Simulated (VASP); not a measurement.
Runs of VASP 6.6.1 on CO2. The structure is that of space group Pbca (No. 61), or close to it. The cells are those of the table. 

```csv
cell,gap on the mesh (eV),pressure (GPa),largest force (eV/Å)
"a = 6.057, b = 6.057, c = 6.834 Å, 12 atoms",6.15,-8.5,3.97
"a = 6.000, b = 6.000, c = 6.769 Å, 12 atoms",6.23,-6.8,3.08
"a = 6.086, b = 6.086, c = 6.386 Å, 12 atoms",6.39,-4.2,1.80
"a = 5.855, b = 5.855, c = 5.447 Å, 12 atoms",7.16,23.6,9.22
"a = 5.649, b = 5.649, c = 6.073 Å, 12 atoms",7.03,17.5,7.07
"a = 5.580, b = 5.580, c = 5.998 Å, 12 atoms",7.16,(a),9.22
"a = 5.952, b = 5.952, c = 5.672 Å, 12 atoms",6.92,12.6,5.25
"a = 6.386, b = 6.386, c = 5.799 Å, 12 atoms",6.35,(b),1.96
```

Alike in all rows: task single point; level PBE; potentials or basis VASP PAW PBE potentials, release 64 (C, O); no spin polarisation; k mesh 4 × 4 × 4; cutoff (eV) 520; smearing gaussian 0.05 eV.

**Question.** Estimate the missing entries.

**Answer.** (a) 23.5; (b) -4.5.

Caveats: this functional lacks dispersion, which holds the molecules together, so the pressure and a relaxed volume are unreliable; forces of over 1 eV/Å act on the atoms, so gaps and moduli don't describe the material at rest; the cell stands under tension (at least some runs); the cell stands under pressure (at least some runs).

A k mesh can miss the band edges.
